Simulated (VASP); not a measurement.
Input of a VASP 6.6.1 run:

Contents of INCAR:

```
SYSTEM = CrCoC6N6
ALGO     = Normal         ! electronic algorithm
EDIFF    = 1E-6           ! SCF threshold, eV
ENCUT    = 520            ! plane-wave cutoff, eV
GGA      = PE             ! functional
ISIF     = 2              ! what is computed and relaxed
ISMEAR   = 0              ! smearing method
ISPIN    = 2              ! spin polarisation
LASPH    = .True.         ! aspherical terms in the spheres
LCHARG   = .False.        ! write CHGCAR
LMAXMIX  = 4              ! l up to which the mixer works
LORBIT   = 11             ! projections on sites
LREAL    = .False.        ! projectors in reciprocal space
LWAVE    = .False.        ! write WAVECAR
MAGMOM   = 3 3 0 0 0 0 0 0 0 0 0 0 0 0 ! initial moments
NBANDS   = 54             ! bands
NELM     = 150            ! most SCF steps
PREC     = Accurate       ! precision mode
SIGMA    = 0.1            ! smearing width, eV
```

The input KPOINTS:

```
k-points
0
Gamma
  4 4 4
  0 0 0
```

POSCAR

```
CrCoC6N6
1.0
    0.0000000000      5.1170000000      5.1170000000
    5.1170000000      0.0000000000      5.1170000000
    5.1170000000      5.1170000000      0.0000000000
Cr Co C N
1 1 6 6
Direct
    0.5000000000      0.5000000000      0.5000000000
    0.0000000000      0.0000000000      0.0000000000
    0.8126832100      0.1873167900      0.1873167900
    0.1873167900      0.8126832100      0.1873167900
    0.1873167900      0.1873167900      0.8126832100
    0.1873167900      0.8126832100      0.8126832100
    0.8126832100      0.1873167900      0.8126832100
    0.8126832100      0.8126832100      0.1873167900
    0.6983584100      0.3016415900      0.3016415900
    0.3016415900      0.6983584100      0.3016415900
    0.3016415900      0.3016415900      0.6983584100
    0.3016415900      0.6983584100      0.6983584100
    0.6983584100      0.3016415900      0.6983584100
    0.6983584100      0.6983584100      0.3016415900
```

Potentials or basis: VASP PAW PBE potentials, release 64 (Cr_pv, Co, C, N).

Run with:

```console
$ cat potpaw_PBE.64/Cr_pv/POTCAR potpaw_PBE.64/Co/POTCAR potpaw_PBE.64/C/POTCAR potpaw_PBE.64/N/POTCAR > POTCAR
$ mpirun -np 1 vasp_std > vasp.out
```

Estimate the pressure.

-3.3 GPa.

Predict the largest force.

0.414 eV/Å.

Forces in eV/Å, atoms in the order of the input:
```
Cr   0.000  0.000  0.000
Co   0.000  0.000  0.000
C   -0.414  0.000  0.000
C    0.000 -0.414  0.000
C    0.000  0.000 -0.414
C    0.414  0.000  0.000
C    0.000  0.414  0.000
C    0.000  0.000  0.414
N    0.155  0.000  0.000
N    0.000  0.155  0.000
N    0.000  0.000  0.155
N   -0.155  0.000  0.000
N    0.000 -0.155  0.000
N    0.000  0.000 -0.155
```

Caveat: the cell stands under tension.
